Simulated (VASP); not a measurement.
A run of VASP 6.6.1 is set up as follows.

INCAR

```
SYSTEM = MgO
  ALGO = Normal
  EDIFF = 1E-7
  ENCUT = 520
  GGA = PE
  ISIF = 2
  ISMEAR = -1
  IVDW = 12
  LASPH = .True.
  LCHARG = .False.
  LREAL = .False.
  LWAVE = .False.
  NBANDS = 11
  NELM = 100
  PREC = Accurate
  SIGMA = 0.05
```

Contents of KPOINTS:

```
k-points
0
Gamma
  11 11 11
  0 0 0
```

The input POSCAR:

```
MgO
1.0
    0.0000000000      2.1038151943      2.1038151943
    2.1038151943      0.0000000000      2.1038151943
    2.1038151943      2.1038151943      0.0000000000
Mg O
1 1
Direct
    0.0000000000      0.0000000000      0.0000000000
    0.5000000000      0.5000000000      0.5000000000
```

Potentials or basis: VASP PAW PBE potentials, release 64 (Mg, O).

Launch:

```console
$ cat potpaw_PBE.64/Mg/POTCAR potpaw_PBE.64/O/POTCAR > POTCAR
$ mpirun -np 1 vasp_std > vasp.out
```

Problem. What does it give for the pressure?

Solution. -0.7 GPa.

Problem. Predict the band gap on the k mesh.

Solution. 4.76 eV, direct.

As with any semilocal functional, this PBE gap is likely too small.
